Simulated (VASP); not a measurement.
BAs:

```
CELL_PARAMETERS angstrom
3.36586 0.00000 0.00000
-1.68293 2.91492 0.00000
0.00000 0.00000 8.74459
ATOMIC_POSITIONS crystal
B 0.33333 0.66667 0.25000
B 0.66667 0.33333 0.75000
As 0.66667 0.33333 0.25000
As 0.33333 0.66667 0.75000
```

Base run:

```yaml
Program: VASP 6.6.1
Functional: PBE
Potentials_or_basis: VASP PAW PBE potentials, release 64 (B, As)
Cutoff: 520 eV
k_mesh: 12 × 12 × 4
Occupations: gaussian, width 0.01 eV
Spin: no spin polarisation
```

Its results: band gap on the k mesh 0.72 eV, direct; pressure 2.1 GPa.

Question: The run is repeated on the same cell with these changes: functional from PBE to r2SCAN. What comes out?

Answer: Band gap on the k mesh 0.95 eV, direct; pressure 0.2 GPa.

r2SCAN gives the wider gap, since meta-GGAs in the generalised Kohn-Sham scheme recover part of the derivative discontinuity.

Caveats: this functional lacks dispersion, which binds the layers, so the pressure and a relaxed spacing across them are unreliable (some runs); the PAW data sets were made with another functional, which shifts forces and pressure a little (some runs).

A k mesh can miss the band edges.
